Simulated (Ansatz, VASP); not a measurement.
One calculation of LaAgS2, two programs

The input INCAR:

```
SYSTEM = LaAgS2
  PREC = Accurate
  ENCUT = 520
  EDIFF = 1E-6
  ISMEAR = 0
  SIGMA = 0.01
  LREAL = .FALSE.
  LASPH = .TRUE.
  NELM = 60
  ALGO = Normal
  ISIF = 2
  LWAVE = .FALSE.
  LCHARG = .FALSE.
  GGA = PE
  NBANDS = 44
```

File KPOINTS:

```
Automatic mesh
0
G
  6 6 6
  0 0 0
```

File POSCAR:

```
LaAgS2
1.0
    2.2757980384      1.3139326101     10.3656504107
   -2.2757980384      1.3139326101     10.3656504107
    0.0000000000     -2.6278652202     10.3656504107
Ag La S
2 2 4
Direct
    0.8539073340      0.8539073340      0.8539073340
    0.1460926660      0.1460926660      0.1460926660
    0.3896190939      0.3896190939      0.3896190939
    0.6103809061      0.6103809061      0.6103809061
    0.5000000000      0.5000000000      0.5000000000
    0.7514607060      0.7514607060      0.7514607060
    1.0000000000      0.0000000000      0.0000000000
    0.2485392940      0.2485392940      0.2485392940
```

Input for Ansatz:

```yaml
crystal:
  lattice:
    - [2.2757980384, 1.3139326101, 10.3656504107]
    - [-2.2757980384, 1.3139326101, 10.3656504107]
    - [0.0, -2.6278652202, 10.3656504107]
  atoms:
    - { symbol: Ag, position: [0.853907334, 0.853907334, 0.853907334] }
    - { symbol: Ag, position: [0.146092666, 0.146092666, 0.146092666] }
    - { symbol: La, position: [0.3896190939, 0.3896190939, 0.3896190939] }
    - { symbol: La, position: [0.6103809061, 0.6103809061, 0.6103809061] }
    - { symbol: S, position: [0.5, 0.5, 0.5] }
    - { symbol: S, position: [0.751460706, 0.751460706, 0.751460706] }
    - { symbol: S, position: [1.0, 0.0, 0.0] }
    - { symbol: S, position: [0.248539294, 0.248539294, 0.248539294] }
kpoints:
  mp_grid: { grid: [6, 6, 6] }
hamiltonian:
  xc: pbe
scf:
  occupations: { method: fixed }
  n_extra_bands: 6
output:
  forces: true
  stress: true
  eigenvalues: true
```

Alike in both runs: task single point; functional PBE; k mesh 6 × 6 × 6; no spin polarisation.

```csv
,VASP,Ansatz
version,VASP 6.6.1,Ansatz 0.2.0
potentials or method,"VASP PAW PBE potentials, release 64 (Ag, La, S)","plane waves, PAW"
plane-wave cutoff (eV),520,420
occupations,"gaussian, width 0.01 eV",fixed
valence electrons in the cell,68,84
```

Ansatz gave:

| Quantity | Value |
| --- | --- |
| gap on the k mesh at the Fermi level (eV) | 0.71 |
| pressure (GPa) | 0.0 |
| traceless stress, the component that is largest in VASP (GPa) | 0.00 |

Q: Estimate VASP's values.

A: gap on the k mesh at the Fermi level (eV): 0.71; pressure (GPa): -0.1; traceless stress, the component that is largest in VASP (GPa): 0.06.

VASP's potentials hold 68 valence electrons a cell and Ansatz's 84, so a difference there can come from the potentials and not from the codes.

Neither program's run includes spin-orbit coupling.
